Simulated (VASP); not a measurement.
N:

```
N
1.0
     2.51947    0.00000    0.00000
    -1.25974    2.18193    0.00000
     0.00000    0.00000    2.44600
N
2
Direct
  0.33333 0.66667 0.75000
  0.66667 0.33333 0.25000
```

Base run:

```yaml
Program: VASP 6.6.1
Functional: PBEsol
Potentials_or_basis: VASP PAW PBE potentials, release 64 (N)
Cutoff: 520 eV
k_mesh: 11 × 11 × 10
Occupations: gaussian, width 0.1 eV
Spin: no spin polarisation
```

Its results: band gap on the k mesh zero (bands 5 and 6 overlap by 4.69 eV); pressure 0.4 GPa.

The run is repeated on the same cell with these changes: k mesh from 11 × 11 × 10 to 9 × 9 × 8. What comes out?

Band gap on the k mesh zero (bands 5 and 6 overlap by 4.78 eV); pressure -1.5 GPa.

Caveats: the PAW data sets were made with another functional, which shifts forces and pressure a little.
